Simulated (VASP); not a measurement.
# HfO2 (Fm-3m) in VASP: notebook

The runs below take HfO2 through electric field gradients, with LDA.

All numbers are computed with VASP 6.6.1; they aren't measurements. Logs are shortened: lines on timing, memory, paths and dates and some standing lists are left out, and cuts for length are marked.

## 1. The cell of the first run

It takes space group Fm-3m (No. 225, cubic). Conventional cell: a = 5.081 Å, b = 5.081 Å, c = 5.081 Å, α = 90.00°, β = 90.00°, γ = 90.00°. Hf (site symmetry m-3m) has 8 O at 2.20 Å within 2.9 Å. Within 2.9 Å of O (site symmetry -43m) lie 4 Hf at 2.20 Å and 6 O at 2.54 Å.

## 2. Electric field gradients, LDA (volume scaled by 0.98)

The input, INCAR:

```
SYSTEM = HfO2
  PREC = Accurate
  ENCUT = 520
  EDIFF = 1E-8
  ISMEAR = -1
  SIGMA = 0.01
  LREAL = .False.
  LASPH = .True.
  NELM = 80
  ALGO = Normal
  ISIF = 2
  LWAVE = .False.
  LCHARG = .False.
  GGA = CA
  LEFG = .True.
  NBANDS = 18
```

The input, KPOINTS:

```
Automatic mesh
0
Gamma
  9 9 9
  0 0 0
```

The input, POSCAR:

```
HfO2
1.0
    0.0000000000      2.5403350533      2.5403350533
    2.5403350533      0.0000000000      2.5403350533
    2.5403350533      2.5403350533      0.0000000000
Hf O
1 2
Direct
    0.0000000000      0.0000000000      0.0000000000
    0.2500000000      0.2500000000      0.2500000000
    0.7500000000      0.7500000000      0.7500000000
```

Potentials or basis: VASP PAW LDA potentials, release 64 (Hf_pv, O).

Launch:

```bash
cat potpaw_LDA.64/Hf_pv/POTCAR potpaw_LDA.64/O/POTCAR > POTCAR
mpirun -np 1 vasp_std > vasp.out
```

OUTCAR:

```text
SYSTEM = HfO2
   PREC = Accurate
   ENCUT = 520
   EDIFF = 1E-8
   ISMEAR = -1
   LREAL = .False.
   LASPH = .True.
   NELM = 80
   ISIF = 2
   GGA = CA

 ion  position               nearest neighbor table
   1  0.000  0.000  0.000-   3 2.20   3 2.20   3 2.20   2 2.20   3 2.20   2 2.20   2 2.20   2 2.20

   2  0.250  0.250  0.250-   1 2.20   1 2.20   1 2.20   1 2.20
   3  0.750  0.750  0.750-   1 2.20   1 2.20   1 2.20   1 2.20

  LATTYP: Found a face centered cubic cell.
 ALAT       =     5.0806701066

  Lattice vectors:

 A1 = (   0.0000000000,   2.5403350533,   2.5403350533)
 A2 = (   2.5403350533,   0.0000000000,   2.5403350533)
 A3 = (   2.5403350533,   2.5403350533,   0.0000000000)

Analysis of symmetry for initial positions (statically):
=====================================================================
 Subroutine PRICEL returns:
 Original cell was already a primitive cell.

 Routine SETGRP: Setting up the symmetry group for a
 face centered cubic supercell.

 Subroutine GETGRP returns: Found 48 space group operations
 (whereof 48 operations were pure point group operations)
 out of a pool of 48 trial point group operations.

The static configuration has the point symmetry O_h .

Analysis of symmetry for dynamics (positions and initial velocities):
=====================================================================
 Subroutine PRICEL returns:
 Original cell was already a primitive cell.

 Routine SETGRP: Setting up the symmetry group for a
 face centered cubic supercell.

 Subroutine GETGRP returns: Found 48 space group operations
 (whereof 48 operations were pure point group operations)
 out of a pool of 48 trial point group operations.

The dynamic configuration has the point symmetry O_h .

 Subroutine INISYM returns: Found 48 space group operations
 (whereof 48 operations are pure point group operations),
 and found     1 'primitive' translations

----------------------------------------------------------------------------------------

                                     Primitive cell

  volume of cell :      32.7871

  direct lattice vectors                    reciprocal lattice vectors
     0.000000000  2.540335053  2.540335053    -0.196824430  0.196824430  0.196824430
     2.540335053  0.000000000  2.540335053     0.196824430 -0.196824430  0.196824430
     2.540335053  2.540335053  0.000000000     0.196824430  0.196824430 -0.196824430

  length of vectors
     3.592576285  3.592576285  3.592576285     0.340909914  0.340909914  0.340909914

  position of ions in fractional coordinates (direct lattice)
     0.000000000  0.000000000  0.000000000
     0.250000000  0.250000000  0.250000000
     0.750000000  0.750000000  0.750000000

  ion indices of the primitive-cell ions
   primitive index   ion index
                 1           1
                 2           2
                 3           3

----------------------------------------------------------------------------------------

 KPOINTS: Automatic mesh

Automatic generation of k-mesh.
 Grid dimensions read from file:
 generate k-points for:    9    9    9

 Generating k-lattice:

  Cartesian coordinates                     Fractional coordinates (reciprocal lattice)
    -0.021869381  0.021869381  0.021869381     0.111111111  0.000000000  0.000000000
     0.021869381 -0.021869381  0.021869381     0.000000000  0.111111111  0.000000000
     0.021869381  0.021869381 -0.021869381     0.000000000  0.000000000  0.111111111

  Length of vectors
     0.037878879  0.037878879  0.037878879

  Shift w.r.t. Gamma in fractional coordinates (k-lattice)
     0.000000000  0.000000000  0.000000000

 Subroutine IBZKPT returns following result:
 ===========================================

 Found     35 irreducible k-points:

 Following reciprocal coordinates:
            Coordinates               Weight
  0.000000  0.000000  0.000000      1.000000
  0.111111  0.000000  0.000000      8.000000
  0.222222  0.000000  0.000000      8.000000
  0.333333  0.000000  0.000000      8.000000
  0.444444  0.000000  0.000000      8.000000
  0.111111  0.111111  0.000000      6.000000
[... 16 lines left out ...]
 -0.333333  0.333333  0.000000     12.000000
  0.444444  0.444444  0.000000      6.000000
 [... further k-points ...]
   k-points           NKPTS =     35   k-points in BZ     NKDIM =     35   number of bands    NBANDS=     18
   number of dos      NEDOS =    301   number of ions     NIONS =      3
   total plane-waves  NPLWV =  21952
   dimension x,y,z NGX =    28 NGY =   28 NGZ =   28
   dimension x,y,z NGXF=    56 NGYF=   56 NGZF=   56
   ions per type =               1   2
   NGX,Y,Z   is equivalent  to a cutoff of  12.96, 12.96, 12.96 a.u.
   NGXF,Y,Z  is equivalent  to a cutoff of  25.91, 25.91, 25.91 a.u.
 SYSTEM =  HfO2
   PREC   = accura    normal or accurate (medium, high low for compatibility)
   ISTART =      0    job   : 0-new  1-cont  2-samecut
   ICHARG =      2    charge: 1-file 2-atom 10-const
   ISPIN  =      1    spin polarized calculation?
   LNONCOLLINEAR =      F non collinear calculations
   LSORBIT =      F    spin-orbit coupling
   LASPH  =      T    aspherical Exc in radial PAW
   ENCUT  =  520.0 eV  38.22 Ry    6.18 a.u.   6.68  6.68  6.68*2*pi/ulx,y,z
   NELM   =     80;   NELMIN=  2; NELMDL= -5     # of ELM steps
   EDIFF  = 0.1E-07   stopping-criterion for ELM
   LREAL  =      F    real-space projection
   EDIFFG = 0.1E-06   stopping-criterion for IOM
   NSW    =      0    number of steps for IOM
   IBRION =     -1    ionic relax: 0-MD 1-quasi-New 2-CG
   NFREE  =      0    steps in history (QN), initial steepest desc. (CG)
   ISIF   =      2    stress and relaxation
   ISYM   =      2    0-nonsym 1-usesym 2-fastsym
   POTIM  = 0.5000    time-step for ionic-motion
   TEBEG  =    0.0;   TEEND  =   0.0 temperature during run
   PSTRESS=    0.0 pullay stress
   NELECT =      22.0000    total number of electrons
   NUPDOWN=      -1.0000    fix difference up-down
   EMIN   =  10.00;   EMAX   =-10.00  energy-range for DOS
   EFERMI =   0.00;   METHOD = LEGACY
   ISMEAR =    -1;   SIGMA  =   0.01  broadening in eV -4-tet -1-fermi 0-gaus
   EFERMI_NEDOS =   21; number of points for ismear=-14 and -15
   IALGO  =     38    algorithm
   IMIX   =      4    mixing-type and parameters
     AMIX     =   0.40;   BMIX     =  1.00
     AMIX_MAG =   1.60;   BMIX_MAG =  1.00
  volume/ion in A,a.u.               =      10.93        73.75
  Fermi-wavevector in a.u.,A,eV,Ry     =   1.433226  2.708405 27.948233  2.054137
  Thomas-Fermi vector in A             =   2.552767
   LORBIT       =      0    0 simple, 1 ext, 2 COOP (PROOUT), +10 PAW based schemes
   GGA     = CA    functional components
   LHFCALC =     F    Hartree Fock is set to
   AEXX    =    0.0000 exact exchange contribution
   IVDW    =     0    specifies the selected vdW correction
   LEPSILON=     F    determine dielectric tensor
   LRPA    =     F    only Hartree local field effects (RPA)
 non-spin polarized calculation
  energy-cutoff  :      520.00
  volume of cell :       32.79
 maximum number of plane-waves:       899
   NGX = 13   NGY = 13   NGZ = 13

 number of electron      21.9999991 magnetization

 Free energy of the ion-electron system (eV)
  ---------------------------------------------------
  ext. energy  EPLUGINS =         0.00000000
  ---------------------------------------------------
  free energy    TOTEN  =       -32.98136263 eV

  energy without entropy =      -32.98136263  energy(sigma->0) =      -32.98136263

 E-fermi :   4.2308     XC(G=0): -12.2797

 val. band max:        3.9466929986   @ k =  -0.4444   0.4444   0.0000
 cond. band min:       7.6363929673   @ k =   0.4444   0.4444   0.0000
 fundamental gap:      3.6896999687
 Fermi energy:         4.2307688427

 k-point     1 :       0.0000    0.0000    0.0000
  band No.  band energies     occupation
      1     -25.5229      2.00000
      2     -25.5229      2.00000
      3     -25.5229      2.00000
      4     -14.4359      2.00000
      5     -11.3064      2.00000
      6      -1.3698      2.00000
[... 10 lines left out ...]
     17      14.2856      0.00000
     18      16.5609      0.00000
[... 466 lines left out ...]
      2     -25.6444      2.00000
      3     -25.6444      2.00000
      4     -12.6026      2.00000
      5     -12.2939      2.00000
      6      -2.3964      2.00000
[... 10 lines left out ...]
     17      15.7880      0.00000
     18      16.5545      0.00000

 [... further k-points ...]

------------------------ aborting loop because EDIFF is reached ----------------------------------------

  FORCE on cell =-STRESS in cart. coord.  units (eV):
  Direction    XX          YY          ZZ          XY          YZ          ZX
  --------------------------------------------------------------------------------------
  -------------------------------------------------------------------------------------
  Total       -3.0708251     -3.0708251     -3.0708251     -0.0000000     -0.0000000     -0.0000000
  in kB     -150.0592129   -150.0592129   -150.0592129     -0.0000000     -0.0000000     -0.0000000
  external PRESSURE =    -150.0592129 kB  Pullay stress =       0.0000000 kB

 VOLUME and BASIS-vectors are now :
 -----------------------------------------------------------------------------
  energy-cutoff  :      520.00
  volume of cell :       32.79
      direct lattice vectors                 reciprocal lattice vectors
     0.000000000  2.540335053  2.540335053    -0.196824430  0.196824430  0.196824430
     2.540335053  0.000000000  2.540335053     0.196824430 -0.196824430  0.196824430
     2.540335053  2.540335053  0.000000000     0.196824430  0.196824430 -0.196824430

 POSITION                                       TOTAL-FORCE (eV/Angst)
 -----------------------------------------------------------------------------------
      0.00000      0.00000      0.00000         0.000000      0.000000     -0.000000
      1.27017      1.27017      1.27017         0.000000      0.000000      0.000000
      3.81050      3.81050      3.81050        -0.000000     -0.000000     -0.000000
 -----------------------------------------------------------------------------------
    total drift:                                0.000000      0.000000      0.000000

  FREE ENERGIE OF THE ION-ELECTRON SYSTEM (eV)
  ---------------------------------------------------
  free  energy   TOTEN  =       -32.9813626294 eV

  energy  without entropy=      -32.9813626294  energy(sigma->0) =      -32.98136263

 Electric field gradients (V/A^2)
---------------------------------------------------------------------
 ion       V_xx      V_yy      V_zz      V_xy      V_xz      V_yz
---------------------------------------------------------------------
   1       0.000     0.000    -0.000     0.000     0.000     0.000
   2       0.000    -0.000     0.000    -0.002    -0.002    -0.002
   3       0.000    -0.000     0.000    -0.002    -0.002    -0.002
---------------------------------------------------------------------

 Electric field gradients after diagonalization (V/A^2)
 (convention: |V_zz| > |V_xx| > |V_yy|)
----------------------------------------------------------------------
 ion       V_xx      V_yy      V_zz     asymmetry (V_yy - V_xx)/ V_zz
----------------------------------------------------------------------
   1      -0.000    -0.000     0.000       0.000
   2       0.002     0.002    -0.003       0.000
   3       0.002     0.002    -0.003       0.000
----------------------------------------------------------------------

           NMR quadrupolar parameters

 Cq : quadrupolar parameter    Cq=e*Q*V_zz/h
 eta: asymmetry parameters     (V_yy - V_xx)/ V_zz
 Q  : nuclear electric quadrupole moment in mb (millibarn)
----------------------------------------------------------------------
 ion       Cq(MHz)       eta       Q (mb)
----------------------------------------------------------------------
   1       0.000       0.000       1.000
   2      -0.000       0.000       1.000
   3      -0.000       0.000       1.000
----------------------------------------------------------------------
```

It took 13 s on 1 thread of Intel Xeon 6975P-C, shared host; peak memory 0.15 GiB.

What came out:

```
Free energy            : -32.9814 eV
Pressure               : -15.0 GPa
Band gap on the k mesh : 3.69 eV, indirect (least direct gap 3.81 eV)
```

Levels at points of the mesh, in eV from the valence-band top:
```
           k point  band 7  band 8  band 9  band 10  band 11  band 12  band 13  band 14  band 15  band 16
(0.00, 0.00, 0.00)   -5.32   -5.32   -0.56    -0.56    -0.56     3.72     3.72     5.69    10.34    10.34
```

Caveat: without QUAD_EFG the Cq values of the log hold for a quadrupole moment of 1 mb, not for the nuclei; spin-orbit coupling is left out, which moves the levels of the heavy elements.

## 3. Electric field gradients, LDA (volume scaled by 0.99)

The input, INCAR:

```
SYSTEM = HfO2
  PREC = Accurate
  ENCUT = 520
  EDIFF = 1E-8
  ISMEAR = -1
  SIGMA = 0.01
  LREAL = .FALSE.
  LASPH = .TRUE.
  NELM = 60
  ALGO = Normal
  ISIF = 2
  LWAVE = .FALSE.
  LCHARG = .FALSE.
  GGA = CA
  LEFG = .TRUE.
  NBANDS = 18
```

The input, KPOINTS:

```
regular mesh
0
G
  9 9 9
  0 0 0
```

The input, POSCAR:

```
HfO2
1.0
    0.0000000000      2.5489464244      2.5489464244
    2.5489464244      0.0000000000      2.5489464244
    2.5489464244      2.5489464244      0.0000000000
Hf O
1 2
Direct
    0.0000000000      0.0000000000      0.0000000000
    0.2500000000      0.2500000000      0.2500000000
    0.7500000000      0.7500000000      0.7500000000
```

Potentials or basis: VASP PAW LDA potentials, release 64 (Hf_pv, O).

Launch:

```bash
cat potpaw_LDA.64/Hf_pv/POTCAR potpaw_LDA.64/O/POTCAR > POTCAR
mpirun -np 1 vasp_std > vasp.out
```

OUTCAR:

```text
SYSTEM = HfO2
   PREC = Accurate
   ENCUT = 520
   EDIFF = 1E-8
   ISMEAR = -1
   LREAL = .FALSE.
   LASPH = .TRUE.
   NELM = 60
   ISIF = 2
   GGA = CA

 ion  position               nearest neighbor table
   1  0.000  0.000  0.000-   3 2.21   3 2.21   3 2.21   2 2.21   2 2.21   2 2.21   3 2.21   2 2.21

   2  0.250  0.250  0.250-   1 2.21   1 2.21   1 2.21   1 2.21
   3  0.750  0.750  0.750-   1 2.21   1 2.21   1 2.21   1 2.21

  LATTYP: Found a face centered cubic cell.
 ALAT       =     5.0978928488

  Lattice vectors:

 A1 = (   0.0000000000,   2.5489464244,   2.5489464244)
 A2 = (   2.5489464244,   0.0000000000,   2.5489464244)
 A3 = (   2.5489464244,   2.5489464244,   0.0000000000)

Analysis of symmetry for initial positions (statically):
=====================================================================
 Subroutine PRICEL returns:
 Original cell was already a primitive cell.

[... 700 lines left out ...]
     2.548946424  2.548946424  0.000000000     0.196159478  0.196159478 -0.196159478

 POSITION                                       TOTAL-FORCE (eV/Angst)
 -----------------------------------------------------------------------------------
      0.00000      0.00000      0.00000        -0.000000      0.000000      0.000000
      1.27447      1.27447      1.27447         0.000000      0.000000      0.000000
      3.82342      3.82342      3.82342        -0.000000     -0.000000     -0.000000
 -----------------------------------------------------------------------------------
    total drift:                                0.000000      0.000000      0.000000

  FREE ENERGIE OF THE ION-ELECTRON SYSTEM (eV)
  ---------------------------------------------------
  free  energy   TOTEN  =       -32.9482006480 eV

  energy  without entropy=      -32.9482006480  energy(sigma->0) =      -32.94820065

 Electric field gradients (V/A^2)
---------------------------------------------------------------------
 ion       V_xx      V_yy      V_zz      V_xy      V_xz      V_yz
---------------------------------------------------------------------
   1       0.000    -0.000    -0.000     0.000     0.000     0.000
   2       0.000     0.000    -0.000    -0.001    -0.001    -0.001
   3       0.000     0.000    -0.000    -0.001    -0.001    -0.001
---------------------------------------------------------------------

 Electric field gradients after diagonalization (V/A^2)
 (convention: |V_zz| > |V_xx| > |V_yy|)
----------------------------------------------------------------------
 ion       V_xx      V_yy      V_zz     asymmetry (V_yy - V_xx)/ V_zz
----------------------------------------------------------------------
   1      -0.000    -0.000     0.000       0.000
   2       0.001     0.001    -0.003       0.000
   3       0.001     0.001    -0.003       0.000
----------------------------------------------------------------------

           NMR quadrupolar parameters

 Cq : quadrupolar parameter    Cq=e*Q*V_zz/h
 eta: asymmetry parameters     (V_yy - V_xx)/ V_zz
 Q  : nuclear electric quadrupole moment in mb (millibarn)
----------------------------------------------------------------------
 ion       Cq(MHz)       eta       Q (mb)
----------------------------------------------------------------------
   1       0.000       0.000       1.000
   2      -0.000       0.000       1.000
   3      -0.000       0.000       1.000
----------------------------------------------------------------------
```

stdout:

```text
POSCAR found type information on POSCAR HfO
 POSCAR found :  2 types and       3 ions
 scaLAPACK will be used
 LDA part: xc-table for (Slater(with rela. corr.)+CA(PZ))
 , standard interpolation
 POSCAR, INCAR and KPOINTS ok, starting setup
 FFT: planning ... GRIDC
 FFT: planning ... GRID_SOFT
 FFT: planning ... GRID
 WAVECAR not read
 entering main loop
ion   1

ion   2

ion   3
```

Run time: 14 s. Hardware: 1 thread of Intel Xeon 6975P-C, shared host; peak memory 0.15 GiB.

Results:

| Quantity | Value |
| --- | --- |
| Free energy | -32.9482 eV |
| Pressure | -17.2 GPa |
| Band gap on the k mesh | 3.66 eV, indirect (least direct gap 3.78 eV) |

Caveat: without QUAD_EFG the Cq values of the log hold for a quadrupole moment of 1 mb, not for the nuclei; spin-orbit coupling is left out, which moves the levels of the heavy elements.

(Continued in part 2 of 2.)
